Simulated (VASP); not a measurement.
Set up this calculation in VASP 6.6.1, as the native input.

```yaml
Task: single point
Functional: LDA
Potentials_or_basis: VASP PAW LDA potentials, release 64 (Zn, S)
Cutoff: 500 eV
k_mesh: 12 × 12 × 12
Occupations: fermi-dirac, width 0.05 eV
Spin: no spin polarisation
Dipole_correction: no
Further_INCAR_settings: ALGO = Normal; EDIFF = 1e-06; NBANDS = 16
```

The structure of ZnS (zincblende type) lies in POSCAR:

```
ZnS
1.0
    0.0000000000      2.1698891222      2.1698891222
    2.1698891222      0.0000000000      2.1698891222
    2.1698891222      2.1698891222      0.0000000000
Zn S
1 1
Direct
    0.0000000000      0.0000000000      0.0000000000
    0.2500000000      0.2500000000      0.2500000000
```

One way to write it, as run:

INCAR

```
ALGO = Normal ; EDIFF = 1E-6
ENCUT = 500 ; GGA = CA
GGA_COMPAT = False ; ISIF = 2
ISMEAR = -1 ; LASPH = True
LCHARG = True ; LELF = True
LREAL = False ; LVHAR = True
LWAVE = False ; NBANDS = 16
NELM = 120 ; PREC = Accurate
SIGMA = 0.05
```

KPOINTS

```
k-points
0
Gamma
  12 12 12
```

Potentials or basis: VASP PAW LDA potentials, release 64 (Zn, S).

The run is started by

```bash
$ cat potpaw_LDA.64/Zn/POTCAR potpaw_LDA.64/S/POTCAR > POTCAR
$ mpirun -np 1 vasp_std > vasp.out
```

It gave:

* Pressure: 195.8 GPa
* Band gap on the k mesh: 1.11 eV (least direct gap 4.68 eV)

Caveat: the cell stands under pressure.

It took 57 s on 1 thread of Intel Xeon 8259CL, on a shared host, peak memory 0.11 GiB.
